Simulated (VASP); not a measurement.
# Ga (I4/mmm) in VASP: single point with PBEsol

Aim: the single point of Ga with PBEsol.

Everything below comes from runs of VASP 6.6.1. Logs are shortened: lines on timing, memory, paths and dates and some standing lists are left out, and cuts for length are marked.

## (1) The cell of the first run

Symmetry: I4/mmm, No. 139, tetragonal system. The conventional cell has a = 2.769 Å, b = 2.769 Å, c = 4.622 Å, α = 90.00°, β = 90.00°, γ = 90.00°. Ga (site symmetry 4/mmm) has 12 Ga at 2.77 to 3.03 Å within 3.6 Å.

## (2) Single point, PBEsol

The input, INCAR:

```
SYSTEM = Ga
ALGO     = Normal         ! electronic algorithm
EDIFF    = 1E-6           ! SCF threshold, eV
ENCUT    = 500            ! plane-wave cutoff, eV
GGA      = PS             ! functional
GGA_COMPAT= .False.      
ISIF     = 2              ! what is computed and relaxed
ISMEAR   = 0              ! smearing method
LASPH    = .True.         ! aspherical terms in the spheres
LCHARG   = .False.        ! write CHGCAR
LREAL    = .False.        ! projectors in reciprocal space
LWAVE    = .False.        ! write WAVECAR
NBANDS   = 12             ! bands
NELM     = 120            ! most SCF steps
PREC     = Accurate       ! precision mode
SIGMA    = 0.1            ! smearing width, eV
```

The input, KPOINTS:

```
k-points
0
Gamma
  10 10 10
  0 0 0
```

The input, POSCAR:

```
Ga
1.0
   -1.3843987196      1.3843987196      2.3112238365
    1.3843987196     -1.3843987196      2.3112238365
    1.3843987196      1.3843987196     -2.3112238365
Ga
1
Direct
    0.0000000000      0.0000000000      0.0000000000
```

Potentials or basis: VASP PAW PBE potentials, release 64 (Ga_d).

The run is started by

```bash
$ cat potpaw_PBE.64/Ga_d/POTCAR > POTCAR
$ mpirun -np 1 vasp_std > vasp.out
```

OUTCAR:

```text
SYSTEM = Ga
   EDIFF = 1E-6
   ENCUT = 500
   GGA = PS
   ISIF = 2
   ISMEAR = 0
   LASPH = .True.
   LREAL = .False.
   NELM = 120
   PREC = Accurate

 ion  position               nearest neighbor table
   1  0.000  0.000  0.000-

  LATTYP: Found a body centered tetragonal cell.
 ALAT       =     2.7687974392
 C/A-ratio  =     1.6694784557

  Lattice vectors:

 A1 = (  -1.3843987196,   1.3843987196,   2.3112238365)
 A2 = (   1.3843987196,  -1.3843987196,   2.3112238365)
 A3 = (   1.3843987196,   1.3843987196,  -2.3112238365)

Analysis of symmetry for initial positions (statically):
=====================================================================
 Subroutine PRICEL returns:
 Original cell was already a primitive cell.

 Routine SETGRP: Setting up the symmetry group for a
 body centered tetragonal supercell.

 Subroutine GETGRP returns: Found 16 space group operations
 (whereof 16 operations were pure point group operations)
 out of a pool of 16 trial point group operations.

The static configuration has the point symmetry D_4h.

Analysis of symmetry for dynamics (positions and initial velocities):
=====================================================================
 Subroutine PRICEL returns:
 Original cell was already a primitive cell.

 Routine SETGRP: Setting up the symmetry group for a
 body centered tetragonal supercell.

 Subroutine GETGRP returns: Found 16 space group operations
 (whereof 16 operations were pure point group operations)
 out of a pool of 16 trial point group operations.

The dynamic configuration has the point symmetry D_4h.

 Subroutine INISYM returns: Found 16 space group operations
 (whereof 16 operations are pure point group operations),
 and found     1 'primitive' translations

----------------------------------------------------------------------------------------

                                     Primitive cell

  volume of cell :      17.7184

  direct lattice vectors                    reciprocal lattice vectors
    -1.384398720  1.384398720  2.311223836     0.000000000  0.361167627  0.216335602
     1.384398720 -1.384398720  2.311223836     0.361167627  0.000000000  0.216335602
     1.384398720  1.384398720 -2.311223836     0.361167627  0.361167627  0.000000000

  length of vectors
     3.029005654  3.029005654  3.029005654     0.421002550  0.421002550  0.510768156

  position of ions in fractional coordinates (direct lattice)
     0.000000000  0.000000000  0.000000000
[... 77 lines left out ...]
   LREAL  =      F    real-space projection
   EDIFFG = 0.1E-04   stopping-criterion for IOM
   NSW    =      0    number of steps for IOM
   IBRION =     -1    ionic relax: 0-MD 1-quasi-New 2-CG
   NFREE  =      0    steps in history (QN), initial steepest desc. (CG)
   ISIF   =      2    stress and relaxation
   ISYM   =      2    0-nonsym 1-usesym 2-fastsym
   POTIM  = 0.5000    time-step for ionic-motion
   TEBEG  =    0.0;   TEEND  =   0.0 temperature during run
   PSTRESS=    0.0 pullay stress
   NELECT =      13.0000    total number of electrons
   NUPDOWN=      -1.0000    fix difference up-down
   EMIN   =  10.00;   EMAX   =-10.00  energy-range for DOS
   EFERMI =   0.00;   METHOD = LEGACY
   ISMEAR =     0;   SIGMA  =   0.10  broadening in eV -4-tet -1-fermi 0-gaus
   EFERMI_NEDOS =   21; number of points for ismear=-14 and -15
   IALGO  =     38    algorithm
   IMIX   =      4    mixing-type and parameters
     AMIX     =   0.40;   BMIX     =  1.00
     AMIX_MAG =   1.60;   BMIX_MAG =  1.00
  volume/ion in A,a.u.               =      17.72       119.57
  Fermi-wavevector in a.u.,A,eV,Ry     =   1.476549  2.790273 29.663375  2.180197
  Thomas-Fermi vector in A             =   2.591062
   LORBIT       =      0    0 simple, 1 ext, 2 COOP (PROOUT), +10 PAW based schemes
   GGA     = PS    functional components
   LHFCALC =     F    Hartree Fock is set to
   AEXX    =    0.0000 exact exchange contribution
   IVDW    =     0    specifies the selected vdW correction
   LEPSILON=     F    determine dielectric tensor
   LRPA    =     F    only Hartree local field effects (RPA)
 non-spin polarized calculation
 Gauss-broadening in eV      SIGMA  =   0.10
  energy-cutoff  :      500.00
  volume of cell :       17.72
 maximum number of plane-waves:       469
 NGX is ok and might be reduce to    24
   NGX = 11   NGY = 11   NGZ = 11

 number of electron      12.9999997 magnetization

 Free energy of the ion-electron system (eV)
  ---------------------------------------------------
  ext. energy  EPLUGINS =         0.00000000
  ---------------------------------------------------
  free energy    TOTEN  =        -3.32715608 eV

  energy without entropy =       -3.32482246  energy(sigma->0) =       -3.32598927

 E-fermi :   5.9408     XC(G=0): -11.4672

 val. band max:        5.9238680663   @ k =   0.5000   0.3000   0.0000
 cond. band min:       5.9419131007   @ k =   0.5000   0.5000   0.2000
 fundamental gap:      0.0180450344
 Fermi energy:         5.9407544839

 k-point     1 :       0.0000    0.0000    0.0000
  band No.  band energies     occupation
      1      -9.0422      2.00000
      2      -8.8831      2.00000
      3      -8.8468      2.00000
      4      -8.8468      2.00000
      5      -8.6812      2.00000
      6      -5.5504      2.00000
      7      18.6669      0.00000
      8      18.9797      0.00000
      9      18.9797      0.00000
     10      22.3698      0.00000
     11      22.5876      0.00000
     12      23.2999      0.00000
[... 331 lines left out ...]
 k-point    24 :       0.4000    0.3000    0.0000
  band No.  band energies     occupation
      1      -8.9980      2.00000
      2      -8.9115      2.00000
      3      -8.7767      2.00000
      4      -8.7621      2.00000
      5      -8.6494      2.00000
      6       2.8818      2.00000
      7       4.4159      2.00000
      8       8.3435      0.00000
      9      11.4949      0.00000
     10      16.1163      0.00000
     11      23.6434      0.00000
     12      25.1391      0.00000

 [... further k-points ...]
[... 5 lines left out ...]
  --------------------------------------------------------------------------------------
  -------------------------------------------------------------------------------------
  Total        0.1527646      0.1527646     -0.2628870      0.0000000     -0.0000000      0.0000000
  in kB       13.8136688     13.8136688    -23.7714297      0.0000000     -0.0000000      0.0000000
  external PRESSURE =       1.2853026 kB  Pullay stress =       0.0000000 kB

 VOLUME and BASIS-vectors are now :
 -----------------------------------------------------------------------------
  energy-cutoff  :      500.00
  volume of cell :       17.72
      direct lattice vectors                 reciprocal lattice vectors
    -1.384398720  1.384398720  2.311223836     0.000000000  0.361167627  0.216335602
     1.384398720 -1.384398720  2.311223836     0.361167627  0.000000000  0.216335602
     1.384398720  1.384398720 -2.311223836     0.361167627  0.361167627  0.000000000

 POSITION                                       TOTAL-FORCE (eV/Angst)
 -----------------------------------------------------------------------------------
      0.00000      0.00000      0.00000         0.000000      0.000000      0.000000
 -----------------------------------------------------------------------------------
    total drift:                                0.000000      0.000000     -0.000000

  FREE ENERGIE OF THE ION-ELECTRON SYSTEM (eV)
  ---------------------------------------------------
  free  energy   TOTEN  =        -3.3271560813 eV

  energy  without entropy=       -3.3248224578  energy(sigma->0) =       -3.32598927
```

stdout:

```text
POSCAR found type information on POSCAR Ga
 POSCAR found :  1 types and       1 ions
 scaLAPACK will be used
 -----------------------------------------------------------------------------
|                                                                             |
|                                                                             |
|     You enforced a specific xc type in the INCAR file but a different       |
|     I HOPE YOU KNOW WHAT YOU ARE DOING!                                     |
|                                                                             |
 -----------------------------------------------------------------------------

 LDA part: xc-table for (Slater+PW92), standard interpolation
 POSCAR, INCAR and KPOINTS ok, starting setup
 FFT: planning ... GRIDC
 FFT: planning ... GRID_SOFT
 FFT: planning ... GRID
 WAVECAR not read
 entering main loop
```

It took 20 s on 1 thread of Intel Xeon 8259CL, shared host; peak memory 0.15 GiB.

What came out:

```yaml
Free_energy: -3.3272 eV
Pressure: 0.1 GPa
```

Caveat: the PAW data sets were made with another functional, which shifts forces and pressure a little.
